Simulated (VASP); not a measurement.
Runs of VASP 6.6.1 on Be2C. The structure is that of space group Fm-3m (No. 225), or close to it. The cells are those of the table. 

| level | cell | cutoff (eV) | smearing | gap on the mesh (eV) | pressure (GPa) |
| --- | --- | --- | --- | --- | --- |
| PBE | a = 2.964 Å, angles 60.0°, 3 atoms | 600 | fermi-dirac 0.02 eV | 1.20 | 23.2 |
| r2SCAN | a = 2.964 Å, angles 60.0°, 3 atoms | 660 | gaussian 0.01 eV | 1.57 | 22.8 |
| r2SCAN | a = 3.075, b = 3.075, c = 3.055 Å, angles 60.2, 60.2, 59.6°, 3 atoms | 660 | gaussian 0.01 eV | 1.42 | -1.8 |
| PBE | a = 3.075, b = 3.075, c = 3.055 Å, angles 60.2, 60.2, 59.6°, 3 atoms | 600 | fermi-dirac 0.02 eV | 1.06 | -1.2 |
| PBE | a = 3.055, b = 3.062, c = 3.062 Å, angles 59.9, 60.1, 60.1°, 3 atoms | 600 | fermi-dirac 0.02 eV | (b) | 0.5 |
| r2SCAN | a = 3.055, b = 3.062, c = 3.062 Å, angles 59.9, 60.1, 60.1°, 3 atoms | 660 | gaussian 0.01 eV | (a) | 0.0 |

Alike in all rows: task single point; potentials or basis VASP PAW PBE potentials, release 64 (C, Be); no spin polarisation; k mesh 10 × 10 × 10.

Q: Fill in the values left out.

A: (a) 1.49; (b) 1.13.

Caveats: the PAW data sets were made with another functional, which shifts forces and pressure a little (some runs).

A k mesh can miss the band edges.
